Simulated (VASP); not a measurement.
TaOs3:

```
Ta Os
1.0
     3.91497    0.00000    0.00000
     0.00000    3.91497    0.00000
     0.00000    0.00000    3.91497
Ta Os
1 3
Direct
  0.00000 0.00000 0.00000
  0.00000 0.50000 0.50000
  0.50000 0.00000 0.50000
  0.50000 0.50000 0.00000
```

```yaml
Program: VASP 6.6.1
Task: relaxation of volume and atoms at fixed shape
Functional: LDA
Potentials_or_basis: VASP PAW LDA potentials, release 64 (Ta_pv, Os)
Cutoff: 600 eV
k_mesh: 6 × 6 × 6
Occupations: fermi-dirac, width 0.1 eV
Spin: no spin polarisation
```

At the start: pressure -10.7 GPa; volume 15.00 Å³/atom.

Problem. Where does the relaxation end?

Solution. Over 4 steps the energy falls by 15.4 meV/atom and the volume is 14.56 Å³/atom (-3.0 %); space group Pm-3m (No. 221, to 0.1 Å) before and after.

The path:
| step | energy change (eV) | largest force (eV/Å) | pressure (GPa) | volume (Å³) |
| --- | --- | --- | --- | --- |
| 1 | 0.0000 | 0.0000 | -10.72 | 60.00 |
| 2 | 1.0162 | 0.0000 | 59.13 | 51.71 |
| 3 | -0.0613 | 0.0000 | -0.64 | 58.31 |
| 4 | -0.0615 | 0.0000 | -0.13 | 58.23 |

Final structure:
```cif
data_structure
_symmetry_space_group_name_H-M 'P 1'
_symmetry_Int_Tables_number 1
_cell_length_a 3.8760
_cell_length_b 3.8760
_cell_length_c 3.8760
_cell_angle_alpha 90.000
_cell_angle_beta 90.000
_cell_angle_gamma 90.000
_cell_volume 58.23
loop_
_atom_site_label
_atom_site_type_symbol
_atom_site_fract_x
_atom_site_fract_y
_atom_site_fract_z
_atom_site_occupancy
Ta1 Ta 0.00000 0.00000 0.00000 1
Os1 Os 0.00000 0.50000 0.50000 1
Os2 Os 0.50000 0.00000 0.50000 1
Os3 Os 0.50000 0.50000 0.00000 1
```
